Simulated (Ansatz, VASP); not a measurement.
NiO in VASP and in Ansatz

File POSCAR:

```
NiO
1.0
    0.0000000000      2.1133508634      2.1133508634
    2.1133508634      0.0000000000      2.1133508634
    2.1133508634      2.1133508634      0.0000000000
Ni O
1 1
Direct
    0.0000000000      0.0000000000      0.0000000000
    0.5000000000      0.5000000000      0.5000000000
```

File INCAR.step1:

```
PREC = Accurate ; ENCUT = 520
ISMEAR = -1 ; SIGMA = 0.05
LREAL = F ; LASPH = T
NELM = 150 ; ISPIN = 2
MAGMOM = 1 0 ; LMAXMIX = 4
NBANDS = 19 ; GGA = PE
ALGO = Normal ; EDIFF = 1E-4
LWAVE = T ; LCHARG = F
```

The input INCAR.step2:

```
PREC = Accurate ; ENCUT = 520
EDIFF = 1E-6 ; ISMEAR = -1
SIGMA = 0.05 ; LREAL = F
LASPH = T ; NELM = 150
ALGO = Normal ; ISIF = 2
LWAVE = F ; LCHARG = F
ISPIN = 2 ; MAGMOM = 1 0
LORBIT = 11 ; LMAXMIX = 4
METAGGA = R2SCAN ; LMIXTAU = T
NBANDS = 19 ; ISTART = 1
```

KPOINTS

```
regular mesh
0
Gamma
  11 11 11
```

Contents of input.yaml:

```yaml
crystal:
  lattice:
    - [0.0, 2.1133508634, 2.1133508634]
    - [2.1133508634, 0.0, 2.1133508634]
    - [2.1133508634, 2.1133508634, 0.0]
  atoms:
    - { symbol: Ni, position: [0.0, 0.0, 0.0], spin: 1.0 }
    - { symbol: O, position: [0.5, 0.5, 0.5] }
hamiltonian:
  xc: r2scan
  pseudopotentials: { kind: paw }
magnetization:
  spin_polarized: true
kpoints:
  mp_grid: { grid: [11, 11, 11] }
scf:
  occupations: { method: fermi_dirac, width: 0.05 }
output:
  forces: true
  stress: true
  eigenvalues: true
```

Alike in both runs: task single point; functional r2SCAN; k mesh 11 × 11 × 11; occupations fermi-dirac, width 0.05 eV; collinear spin.

|  | VASP | Ansatz |
| --- | --- | --- |
| version | VASP 6.6.1 | Ansatz 0.2.0 |
| potentials or method | VASP PAW PBE potentials, release 64 (Ni, O) | Ansatz PAW |
| plane-wave cutoff (eV) | 520 | 500 |
| valence electrons in the cell | 16 | 24 |

```tsv
	VASP	Ansatz	Ansatz less VASP
gap on the k mesh at the Fermi level (eV)	0.86	0.95	+0.084
least direct gap on the mesh (eV)	1.74	1.82	+0.080
pressure (GPa)	-5.4	-5.5	-0.05
net moment per atom (μB)	1.00	1.00	0.000
size of the moment on the site where the two differ most (μB)	1.70	1.67	-0.022
```

VASP's potentials were made for PBE, not for r2SCAN. Site moments also hang on the region over which each program counts them. With one functional, cell and mesh, what is left measures potentials, basis and numerics. VASP's potentials hold 16 valence electrons a cell and Ansatz's 24, so a difference there can come from the potentials and not from the codes.

Noted on Ansatz's run: the magnetic or orbital state may not be the lowest; odd divisions of the mesh miss points on the zone boundary, where band edges often lie, so the gap on the mesh can be too wide.
